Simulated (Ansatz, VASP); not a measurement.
**Two plane-wave programs on MnHg**

```
CELL_PARAMETERS angstrom
3.31500 0.00000 0.00000
0.00000 3.31500 0.00000
0.00000 0.00000 3.31500
ATOMIC_POSITIONS crystal
Mn 0.50000 0.50000 0.50000
Hg 0.00000 0.00000 0.00000
```

Alike in both runs: task electric field gradients; functional PBE; k mesh 11 × 11 × 11; occupations fermi-dirac, width 0.08 eV; collinear spin.

|  | VASP | Ansatz |
| --- | --- | --- |
| version | VASP 6.6.1 | Ansatz 0.2.0 |
| potentials or method | VASP PAW PBE potentials, release 64 (Mn_pv, Hg) | PAW with Ansatz's default frozen-core files, scalar-relativistic |
| plane-wave cutoff (eV) | 520 | 420 |
| valence electrons in the cell | 25 | 35 |

VASP gave:

```
pressure (GPa)                                                : 1.0
net moment per atom (μB)                                      : 1.96
size of the moment on the site where the two differ most (μB) : 3.83
```

Question: What did Ansatz give for the same quantities?

Answer: Pressure (GPa): 0.5; net moment per atom (μB): 1.96; size of the moment on the site where the two differ most (μB): 3.88.

Site moments also hang on the region over which each program counts them. VASP's potentials hold 25 valence electrons a cell and Ansatz's 35, so a difference there can come from the potentials and not from the codes.

Neither program's run includes spin-orbit coupling.
